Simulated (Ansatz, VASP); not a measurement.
# Se in VASP and in Ansatz

File INCAR:

```
SYSTEM = Se
PREC = Accurate
ENCUT = 600
EDIFF = 1E-6
ISMEAR = 0
SIGMA = 0.1
LREAL = .False.
LASPH = .True.
NELM = 100
ALGO = Normal
ISIF = 3
LWAVE = .False.
LCHARG = .False.
GGA = PE
IBRION = 2
NSW = 100
EDIFFG = -0.01
```

Contents of KPOINTS:

```
Automatic mesh
0
Gamma
  8 8 16
  0 0 0
```

The input POSCAR:

```
Se
1.0
    5.4648995009      0.0000000000      0.0000000000
    0.0000000000      5.4648995009      0.0000000000
    0.0000000000      0.0000000000      2.7123356486
Se
3
Direct
    0.0000000000      0.0000000000      0.0000000000
    0.0000000000      0.5000000000      0.0000000000
    0.5000000000      0.0000000000      0.0000000000
```

Input for Ansatz:

```yaml
crystal:
  lattice:
    - [5.4648995009, 0.0, 0.0]
    - [0.0, 5.4648995009, 0.0]
    - [0.0, 0.0, 2.7123356486]
  atoms:
    - { symbol: Se, position: [0.0, 0.0, 0.0] }
    - { symbol: Se, position: [0.0, 0.5, 0.0] }
    - { symbol: Se, position: [0.5, 0.0, 0.0] }
basis:
  ecutwfc: 420
kpoints:
  mp_grid: { grid: [8, 8, 16] }
hamiltonian:
  xc: pbe
scf:
  occupations: { method: gaussian, width: 0.1 }
output:
  forces: true
  stress: true
  eigenvalues: true
relax:
  adjacent_minimum: "off"
  f_tol: 0.01
  max_steps: 80
  cell: { stress_tol: 0.05 }
```

Alike in both runs: task relaxation of cell and atoms; functional PBE; k mesh 8 × 8 × 16; occupations gaussian, width 0.1 eV; no spin polarisation.

|  | VASP | Ansatz |
| --- | --- | --- |
| version | VASP 6.6.1 | Ansatz 0.2.0 |
| potentials or method | VASP PAW PBE potentials, release 64 (Se), cutoff 600 eV | scalar-relativistic, plane waves, PAW |
| valence electrons in the cell | 18 | 48 |

Ansatz gave:

- gap on the k mesh at the Fermi level, each at its own relaxed structure (eV): none
- relaxed volume (Å³/atom): 26.85
- relaxed cell length with the largest relative difference (Å): 2.683

**Question.** Estimate VASP's values.

**Answer.** gap on the k mesh at the Fermi level, each at its own relaxed structure (eV): none; relaxed volume (Å³/atom): 26.86; relaxed cell length with the largest relative difference (Å): 2.683.

A gap of «none» marks a metal or a gap that the smearing closes. VASP's potentials hold 18 valence electrons a cell and Ansatz's 48, so a difference there can come from the potentials and not from the codes.
